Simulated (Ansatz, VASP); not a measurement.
## VRu in VASP and in Ansatz

```xyz
2
Lattice="3.0028 0.0000 0.0000 0.0000 3.0028 0.0000 0.0000 0.0000 3.0028" Properties=species:S:1:pos:R:3 pbc="T T T"
V     1.5014    1.5014    1.5014
Ru    0.0000    0.0000    0.0000
```

Alike in both runs: task single point; functional LDA; k mesh 12 × 12 × 12; occupations fermi-dirac, width 0.05 eV; collinear spin.

|  | VASP | Ansatz |
| --- | --- | --- |
| version | VASP 6.6.1 | Ansatz 0.2.0 |
| potentials or method | VASP PAW LDA potentials, release 64 (V_sv, Ru_pv), cutoff 520 eV | all-electron LAPW, scalar-relativistic |

VASP gave:

| Item | Value |
| --- | --- |
| pressure (GPa) | -13.6 |
| net moment per atom (μB) | 0.00 |

Task: Which values does Ansatz return?

Result: Pressure (GPa): -14.2; net moment per atom (μB): 0.00.

LDA's correlation is that of Perdew and Zunger in VASP and of Perdew and Wang (1992) in Ansatz. Ansatz ran all-electron here, and VASP with PAW potentials. Ansatz's warnings: seeded moment not kept.
